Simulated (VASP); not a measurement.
# SiC30 (a cell with a defect) in VASP: notebook

Runs on SiC30 (a cell with a defect). Level: PBE+D3(BJ). Tasks: single point.

Everything below comes from runs of VASP 6.6.1. Logs are shortened: lines on timing, memory, paths and dates and some standing lists are left out, and cuts for length are marked.

## 1. The cell of the first run

The cell holds a defect, 31 atoms: a = 7.135 Å, b = 7.433 Å, c = 7.433 Å, α = 70.11°, β = 61.32°, γ = 61.32°.

## 2. Single point, PBE+D3(BJ)

Contents of INCAR:

```
  PREC = Accurate
  ENCUT = 520
  EDIFF = 1E-6
  ISMEAR = 0
  SIGMA = 0.1
  LREAL = Auto
  LASPH = T
  NELM = 120
  ALGO = Normal
  ISIF = 2
  LWAVE = F
  LCHARG = F
  GGA = PE
  IVDW = 12
  NBANDS = 83
  GGA_COMPAT = F
```

Contents of KPOINTS:

```
Automatic mesh
0
Gamma
  4 4 4
```

Contents of POSCAR:

```
SiC30
1.0
    0.0000000000      0.0000000000      7.1348525476
   -4.9294762873      4.2690516923      3.5674262738
   -4.9294762874     -4.2690516922      3.5674262738
Si C
1 30
Direct
    0.3750000998      0.6276970497      0.6223028775
    0.8750000615      0.5451270727      0.7048728545
    0.2423555831      0.9205039513      0.5947850094
    0.7502139860      0.9177821308      0.5817899472
    0.1254980080      0.2931090530      0.4558948542
    0.6324072616      0.2852602312      0.4499253725
   -0.0002140279      0.6682100813      0.3322178977
    0.5076445152      0.6552150192      0.3294960773
    0.3749999689      0.0434002546      0.2065997308
    0.8750000707      0.0443685024      0.2056314830
    0.2493108563      0.4257524575      0.0756257531
    0.7531162305      0.4179830729      0.0757845929
    0.1175929381      0.8000745547      0.9647396960
    0.6245019501      0.7941051743      0.9568909755
    0.9968838002      0.1742155459      0.8320169038
    0.5006891110      0.1743743857      0.8242475191
    0.5076441094      0.3348788259      0.6498330820
   -0.0002130136      0.3376006318      0.6628253187
    0.8750000615      0.7102672609      0.5397326662
    0.2493166379      0.0809950528      0.4203715946
    0.7531183606      0.0811512196      0.4126121861
    0.1254938493      0.4612777250      0.2877344996
    0.6324040158      0.4553046365      0.2798874587
    0.5006833294      0.8296284991      0.1690049688
   -0.0031182918      0.8373878062      0.1688487006
    0.3749999689      0.2119537302      0.0380462553
    0.8750000707      0.2109898159      0.0390101696
    0.2423560902      0.6001668451      0.9151211012
    0.7502129717      0.5871747099      0.9123993968
    0.1175960824      0.9701125699      0.7946953920
    0.6245061088      0.9622655290      0.7887223036
```

Potentials or basis: VASP PAW PBE potentials, release 64 (Si, C).

Launch:

```bash
cat potpaw_PBE.64/Si/POTCAR potpaw_PBE.64/C/POTCAR > POTCAR
mpirun -np 1 vasp_std > vasp.out
```

OUTCAR:

```text
PREC = Accurate
   ENCUT = 520
   EDIFF = 1E-6
   ISMEAR = 0
   LREAL = Auto
   LASPH = T
   NELM = 120
   ISIF = 2
   GGA = PE
   IVDW = 12
 IVDW          = 12

 ion  position               nearest neighbor table
   1  0.375  0.628  0.622-   8 1.89   3 1.89  28 1.89  17 1.89
   2  0.875  0.545  0.705-  19 1.41  18 1.42  29 1.42
   3  0.242  0.921  0.595-  30 1.39  20 1.43   1 1.89
   4  0.750  0.918  0.582-  19 1.42  21 1.42  31 1.42
   5  0.125  0.293  0.456-  18 1.42  20 1.43  22 1.44
   6  0.632  0.285  0.450-  21 1.39  17 1.39  23 1.45
   7  1.000  0.668  0.332-  19 1.42  25 1.42  22 1.42
[... 22 lines left out ...]
  30  0.118  0.970  0.795-  15 1.39   3 1.39  13 1.45
  31  0.625  0.962  0.789-   4 1.42  16 1.43  14 1.44

  LATTYP: Found a body centered orthorhombic cell.
 ALAT       =     7.1348525476
 B/A-ratio  =     1.1966755203
 C/A-ratio  =     1.3818018675

  Lattice vectors:

 A1 = (   4.9294762873,  -4.2690516923,  -3.5674262738)
 A2 = (   4.9294762874,   4.2690516922,   3.5674262738)
 A3 = (  -4.9294762874,  -4.2690516922,   3.5674262738)

Analysis of symmetry for initial positions (statically):
=====================================================================
 Subroutine PRICEL returns:
 Original cell was already a primitive cell.

 Routine SETGRP: Setting up the symmetry group for a
 body centered orthorhombic supercell.

 Subroutine GETGRP returns: Found  4 space group operations
 (whereof  2 operations were pure point group operations)
 out of a pool of  8 trial point group operations.

The static configuration has the point symmetry C_1h.
 The point group associated with its full space group is C_2v.

Analysis of symmetry for dynamics (positions and initial velocities):
=====================================================================
 Subroutine PRICEL returns:
 Original cell was already a primitive cell.

 Routine SETGRP: Setting up the symmetry group for a
 body centered orthorhombic supercell.

 Subroutine GETGRP returns: Found  4 space group operations
 (whereof  2 operations were pure point group operations)
 out of a pool of  8 trial point group operations.

The dynamic configuration has the point symmetry C_1h.
 The point group associated with its full space group is C_2v.

 Subroutine INISYM returns: Found  4 space group operations
 (whereof  2 operations are pure point group operations),
 and found     1 'primitive' translations

----------------------------------------------------------------------------------------

                                     Primitive cell

  volume of cell :     300.2944

  direct lattice vectors                    reciprocal lattice vectors
     0.000000000  0.000000000  7.134852548     0.101430653 -0.000000000  0.140157066
    -4.929476287  4.269051692  3.567426274    -0.101430653  0.117122030  0.000000000
    -4.929476287 -4.269051692  3.567426274    -0.101430653 -0.117122030  0.000000000

  length of vectors
     7.134852548  7.433106285  7.433106285     0.173009192  0.154937882  0.154937882

  position of ions in fractional coordinates (direct lattice)
     0.375000100  0.627697050  0.622302877
     0.875000062  0.545127073  0.704872855
     0.242355583  0.920503951  0.594785009
     0.750213986  0.917782131  0.581789947
     0.125498008  0.293109053  0.455894854
     0.632407262  0.285260231  0.449925372
[... 23 lines left out ...]
     0.117596082  0.970112570  0.794695392
     0.624506109  0.962265529  0.788722304

  ion indices of the primitive-cell ions
   primitive index   ion index
                 1           1
                 2           2
                 3           3
                 4           4
                 5           5
                 6           6
[... 23 lines left out ...]
                30          30
                31          31

----------------------------------------------------------------------------------------

 KPOINTS: Automatic mesh

Automatic generation of k-mesh.
 Grid dimensions read from file:
 generate k-points for:    4    4    4

 Generating k-lattice:

  Cartesian coordinates                     Fractional coordinates (reciprocal lattice)
     0.025357663 -0.000000000  0.035039267     0.250000000  0.000000000  0.000000000
    -0.025357663  0.029280507  0.000000000     0.000000000  0.250000000  0.000000000
    -0.025357663 -0.029280507  0.000000000     0.000000000  0.000000000  0.250000000

  Length of vectors
     0.043252298  0.038734471  0.038734471

  Shift w.r.t. Gamma in fractional coordinates (k-lattice)
     0.000000000  0.000000000  0.000000000

 Subroutine IBZKPT returns following result:
 ===========================================

 Found     18 irreducible k-points:

 Following reciprocal coordinates:
            Coordinates               Weight
  0.000000  0.000000  0.000000      1.000000
  0.250000  0.000000  0.000000      4.000000
  0.500000  0.000000  0.000000      2.000000
  0.000000  0.250000  0.000000      4.000000
  0.250000  0.250000  0.000000      4.000000
  0.500000  0.250000  0.000000      8.000000
[... 10 lines left out ...]
  0.500000 -0.250000  0.250000      2.000000
  0.000000  0.500000  0.500000      1.000000
   k-points           NKPTS =     18   k-points in BZ     NKDIM =     18   number of bands    NBANDS=     83
   number of dos      NEDOS =    301   number of ions     NIONS =     31
   total plane-waves  NPLWV = 169344
   dimension x,y,z NGX =    54 NGY =   56 NGZ =   56
   dimension x,y,z NGXF=   108 NGYF=  112 NGZF=  112
   ions per type =               1  30
   NGX,Y,Z   is equivalent  to a cutoff of  12.58, 12.52, 12.52 a.u.
   NGXF,Y,Z  is equivalent  to a cutoff of  25.16, 25.05, 25.05 a.u.
 SYSTEM =  unknown system
   PREC   = accura    normal or accurate (medium, high low for compatibility)
   ISTART =      0    job   : 0-new  1-cont  2-samecut
   ICHARG =      2    charge: 1-file 2-atom 10-const
   ISPIN  =      1    spin polarized calculation?
   LNONCOLLINEAR =      F non collinear calculations
   LSORBIT =      F    spin-orbit coupling
   LASPH  =      T    aspherical Exc in radial PAW
   ENCUT  =  520.0 eV  38.22 Ry    6.18 a.u.  13.27 13.82 13.82*2*pi/ulx,y,z
   NELM   =    120;   NELMIN=  2; NELMDL= -5     # of ELM steps
   EDIFF  = 0.1E-05   stopping-criterion for ELM
   LREAL  =      T    real-space projection
   EDIFFG = 0.1E-04   stopping-criterion for IOM
   NSW    =      0    number of steps for IOM
   IBRION =     -1    ionic relax: 0-MD 1-quasi-New 2-CG
   NFREE  =      0    steps in history (QN), initial steepest desc. (CG)
   ISIF   =      2    stress and relaxation
   ISYM   =      2    0-nonsym 1-usesym 2-fastsym
   POTIM  = 0.5000    time-step for ionic-motion
   TEBEG  =    0.0;   TEEND  =   0.0 temperature during run
   PSTRESS=    0.0 pullay stress
   NELECT =     124.0000    total number of electrons
   NUPDOWN=      -1.0000    fix difference up-down
   EMIN   =  10.00;   EMAX   =-10.00  energy-range for DOS
   EFERMI =   0.00;   METHOD = LEGACY
   ISMEAR =     0;   SIGMA  =   0.10  broadening in eV -4-tet -1-fermi 0-gaus
   EFERMI_NEDOS =   21; number of points for ismear=-14 and -15
   IALGO  =     38    algorithm
   IMIX   =      4    mixing-type and parameters
     AMIX     =   0.40;   BMIX     =  1.00
     AMIX_MAG =   1.60;   BMIX_MAG =  1.00
  volume/ion in A,a.u.               =       9.69        65.37
  Fermi-wavevector in a.u.,A,eV,Ry     =   1.219082  2.303731 20.220454  1.486161
  Thomas-Fermi vector in A             =   2.354347
   LORBIT       =      0    0 simple, 1 ext, 2 COOP (PROOUT), +10 PAW based schemes
   GGA     = PE    functional components
   LHFCALC =     F    Hartree Fock is set to
   AEXX    =    0.0000 exact exchange contribution
   IVDW    =    12    specifies the selected vdW correction
   LEPSILON=     F    determine dielectric tensor
   LRPA    =     F    only Hartree local field effects (RPA)
 non-spin polarized calculation
 Gauss-broadening in eV      SIGMA  =   0.10
  energy-cutoff  :      520.00
  volume of cell :      300.29
 maximum number of plane-waves:      8118
 NGX is ok and might be reduce to    54
   NGX = 27   NGY = 27   NGZ = 27

 number of electron     124.0000001 magnetization

 Free energy of the ion-electron system (eV)
  ---------------------------------------------------
  ext. energy  EPLUGINS =         0.00000000
  ---------------------------------------------------
  free energy    TOTEN  =      -276.85069578 eV

  energy without entropy =     -276.84042057  energy(sigma->0) =     -276.84555817

 E-fermi :   3.7384     XC(G=0):  -9.8718

 val. band max:        3.7113897511   @ k =   0.5000   0.5000   0.0000
 cond. band min:       3.8003514037   @ k =   0.5000   0.0000   0.0000
 fundamental gap:      0.0889616527
 Fermi energy:         3.7383683987

 k-point     1 :       0.0000    0.0000    0.0000
  band No.  band energies     occupation
      1     -15.2664      2.00000
      2     -14.0107      2.00000
      3     -13.7767      2.00000
      4     -13.6650      2.00000
      5     -13.4801      2.00000
      6     -12.7431      2.00000
[... 66 lines left out ...]
     73       9.9880      0.00000
     74      10.1004      0.00000

 k-point     2 :       0.2500    0.0000    0.0000
  band No.  band energies     occupation
      1     -15.2064      2.00000
      2     -14.2892      2.00000
      3     -13.6767      2.00000
      4     -13.6669      2.00000
      5     -13.2870      2.00000
      6     -12.8843      2.00000
[... 66 lines left out ...]
     73       9.3030      0.00000
     74       9.4642      0.00000

 k-point     3 :       0.5000    0.0000    0.0000
  band No.  band energies     occupation
      1     -15.1273      2.00000
      2     -14.4810      2.00000
      3     -13.6689      2.00000
      4     -13.6686      2.00000
      5     -13.1202      2.00000
      6     -12.9769      2.00000
[... 1144 lines left out ...]
     73       8.7338      0.00000
     74       8.9924      0.00000

 k-point    18 :       0.0000    0.5000    0.5000
  band No.  band energies     occupation
      1     -15.1245      2.00000
      2     -14.1821      2.00000
      3     -13.9314      2.00000
      4     -13.7898      2.00000
      5     -13.5385      2.00000
      6     -12.5899      2.00000
[... 66 lines left out ...]
     73       9.2674      0.00000
     74       9.4893      0.00000
 [bands above 74 left out]

------------------------ aborting loop because EDIFF is reached ----------------------------------------

 Edisp (eV)   -4.63184

 E8    (eV) :    -1.3405

  FORCE on cell =-STRESS in cart. coord.  units (eV):
  Direction    XX          YY          ZZ          XY          YZ          ZX
  --------------------------------------------------------------------------------------
  -------------------------------------------------------------------------------------
  Total      34.59476   -14.46829    -1.56770    -0.00000     0.00000     0.00000
  in kB     184.57538   -77.19345    -8.36426    -0.00000     0.00000     0.00000
  external pressure =       33.01 kB  Pullay stress =        0.00 kB

 VOLUME and BASIS-vectors are now :
 -----------------------------------------------------------------------------
  energy-cutoff  :      520.00
  volume of cell :      300.29
      direct lattice vectors                 reciprocal lattice vectors
     0.000000000  0.000000000  7.134852548     0.101430653 -0.000000000  0.140157066
    -4.929476287  4.269051692  3.567426274    -0.101430653  0.117122030  0.000000000
    -4.929476287 -4.269051692  3.567426274    -0.101430653 -0.117122030  0.000000000

 POSITION                                       TOTAL-FORCE (eV/Angst)
 -----------------------------------------------------------------------------------
     -6.16185      0.02303      7.13485        -0.000000     -0.000919     -0.000000
     -6.16185     -0.68196     10.70228        -0.000000     -0.001887     -0.000000
     -7.46958      1.39051      7.13485         0.045154     -0.014169      0.000000
     -7.39210      1.43437     10.70228         0.000538      0.004357     -0.000000
     -3.69220     -0.69494      3.56743         0.005538      0.004142     -0.000000
     -3.62408     -0.70296      7.13485         0.011064      0.009783      0.000000
[... 23 lines left out ...]
     -8.69958      0.74887      7.13485        -0.014429     -0.011459      0.000000
     -8.63145      0.74087     10.70228        -0.011851     -0.006347     -0.000000
 -----------------------------------------------------------------------------------
    total drift:                                0.002736     -0.018164      0.000998

  FREE ENERGIE OF THE ION-ELECTRON SYSTEM (eV)
  ---------------------------------------------------
  free  energy   TOTEN  =      -281.4825399070 eV

  energy  without entropy=     -281.4722646984  energy(sigma->0) =     -281.47740230
```

Run time: 5.6 min. Hardware: 1 thread of Intel Xeon 6975P-C (Granite Rapids), shared host; peak memory 0.54 GiB.

What came out:

```
Free energy                : -281.4825 eV
Pressure                   : 3.3 GPa
Largest force              : 0.051 eV/Å
Band gap on the k mesh     : zero (bands 62 and 63 overlap by 0.14 eV)
Dispersion energy per atom : -0.149 eV
```

Forces on the atoms (eV/Å):
```
Si   0.000 -0.001  0.000
C    0.000 -0.002  0.000
C    0.045 -0.014  0.000
C    0.001  0.004  0.000
C    0.006  0.004  0.000
C    0.011  0.010  0.000
C   -0.001  0.004  0.000
C   -0.045 -0.014  0.000
C    0.000 -0.001  0.000
C    0.000  0.004  0.000
C    0.009 -0.008  0.000
C    0.005  0.007  0.000
C   -0.011  0.010  0.000
C   -0.006  0.004  0.000
C   -0.005  0.007  0.000
C   -0.009 -0.008  0.000
C   -0.047  0.018  0.000
C   -0.001 -0.008  0.000
C    0.000 -0.003  0.000
C    0.000  0.003  0.000
C    0.003 -0.002  0.000
C    0.012 -0.006  0.000
C    0.014 -0.011  0.000
C    0.000  0.003  0.000
C   -0.003 -0.002  0.000
C    0.000  0.009  0.000
C    0.000  0.002  0.000
C    0.047  0.018  0.000
C    0.001 -0.008  0.000
C   -0.014 -0.011  0.000
C   -0.012 -0.006  0.000
```

Stress tensor (GPa, compression positive):
```
18.46  0.00  0.00
 0.00 -7.72  0.00
 0.00  0.00 -0.84
```

## 3. Single point, PBE+D3(BJ)

INCAR is that of step 2.

KPOINTS is that of step 2.

POSCAR is that of step 2.

Potentials or basis: VASP PAW PBE potentials, release 64 (Si, C).

Launch:

```bash
cat potpaw_PBE.64/Si/POTCAR potpaw_PBE.64/C/POTCAR > POTCAR
mpirun -np 1 vasp_std > vasp.out
```

Wall time 26 min (1 thread of Oxide Virtual Turin-like, shared host); peak memory 0.51 GiB.

The run converged. Its results:

```yaml
Free_energy: -281.4825 eV
Pressure: 3.3 GPa
Largest_force: 0.051 eV/Å
Band_gap_on_the_k_mesh: zero (bands 62 and 63 overlap by 0.14 eV)
Dispersion_energy_per_atom: -0.149 eV
```

Forces on the atoms (eV/Å):
```
Si   0.000 -0.001  0.000
C    0.000 -0.002  0.000
C    0.045 -0.014  0.000
C    0.001  0.004  0.000
C    0.006  0.004  0.000
C    0.011  0.010  0.000
C   -0.001  0.004  0.000
C   -0.045 -0.014  0.000
C    0.000 -0.001  0.000
C    0.000  0.004  0.000
C    0.009 -0.008  0.000
C    0.005  0.007  0.000
C   -0.011  0.010  0.000
C   -0.006  0.004  0.000
C   -0.005  0.007  0.000
C   -0.009 -0.008  0.000
C   -0.047  0.018  0.000
C   -0.001 -0.008  0.000
C    0.000 -0.003  0.000
C    0.000  0.003  0.000
C    0.003 -0.002  0.000
C    0.012 -0.006  0.000
C    0.014 -0.011  0.000
C    0.000  0.003  0.000
C   -0.003 -0.002  0.000
C    0.000  0.009  0.000
C    0.000  0.002  0.000
C    0.047  0.018  0.000
C    0.001 -0.008  0.000
C   -0.014 -0.011  0.000
C   -0.012 -0.006  0.000
```

Stress tensor (GPa, compression positive):
```
18.46  0.00  0.00
 0.00 -7.72  0.00
 0.00  0.00 -0.84
```

Levels at points of the mesh, in eV from the Fermi level:
```tsv
k point	band 58	band 59	band 60	band 61	band 62	band 63	band 64	band 65	band 66	band 67
(0.00, 0.00, 0.00)	-1.48	-1.40	-1.00	-0.21	-0.11	-0.08	1.26	1.54	1.63	2.12
(0.50, 0.00, 0.00)	-1.67	-1.60	-0.88	-0.42	0.06	0.76	1.20	1.75	2.11	2.57
(0.00, 0.50, 0.00)	-2.14	-1.34	-1.12	-0.53	-0.45	0.39	1.82	1.92	2.88	3.02
(0.50, 0.50, 0.00)	-1.94	-1.90	-1.79	-1.31	-0.25	-0.03	2.68	2.68	2.93	3.03
(0.00, 0.50, 0.50)	-2.15	-1.13	-0.10	-0.10	-0.04	0.65	1.65	2.23	2.83	2.84
```

The gap in the log of VASP goes by the Fermi energy; the results here count the filled bands.